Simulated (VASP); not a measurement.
Runs of VASP 6.6.1 on Re. The structure is that of space group Fm-3m (No. 225), or close to it. The cells are those of the table. 

| cell | gap on the mesh (eV) | pressure (GPa) |
| --- | --- | --- |
| a = 2.730, b = 2.730, c = 2.751 Å, angles 59.7, 59.7, 60.5°, 1 atom | none | (b) |
| a = 2.794, b = 2.794, c = 2.709 Å, angles 61.0, 61.0, 58.0°, 1 atom | none | -7.9 |
| a = 2.773, b = 2.773, c = 2.709 Å, angles 60.8, 60.8, 58.5°, 1 atom | none | -2.7 |
| a = 2.751, b = 2.751, c = 2.709 Å, angles 60.5, 60.5, 59.0°, 1 atom | none | 3.1 |
| a = 2.772, b = 2.772, c = 2.793 Å, angles 59.8, 59.8, 60.5°, 1 atom | none | -14.1 |
| a = 2.709 Å, angles 60.0°, 1 atom | none | 16.3 |
| a = 2.772, b = 2.772, c = 2.751 Å, angles 60.3, 60.3, 59.5°, 1 atom | none | -8.9 |
| a = 2.877 Å, angles 60.0°, 1 atom | none | -41.0 |
| a = 2.751 Å, angles 60.0°, 1 atom | none | -3.3 |
| a = 2.730, b = 2.730, c = 2.709 Å, angles 60.3, 60.3, 59.5°, 1 atom | none | 9.4 |
| a = 2.835 Å, angles 60.0°, 1 atom | none | (a) |

Alike in all rows: task single point; level PBEsol; potentials or basis VASP PAW PBE potentials, release 64 (Re); no spin polarisation; k mesh 20 × 20 × 20; cutoff (eV) 520; smearing gaussian 0.15 eV.

Question: Fill in the values left out.

Answer: (a) -31.4; (b) 2.9.

Caveats: the PAW data sets were made with another functional, which shifts forces and pressure a little; spin-orbit coupling is left out, which moves the levels of the heavy elements; the cell stands under tension (at least some runs); the cell stands under pressure (at least some runs).

A k mesh can miss the band edges, and the runs leave out spin-orbit coupling on Re.

A gap of «none» marks levels without a gap at the run's occupations.
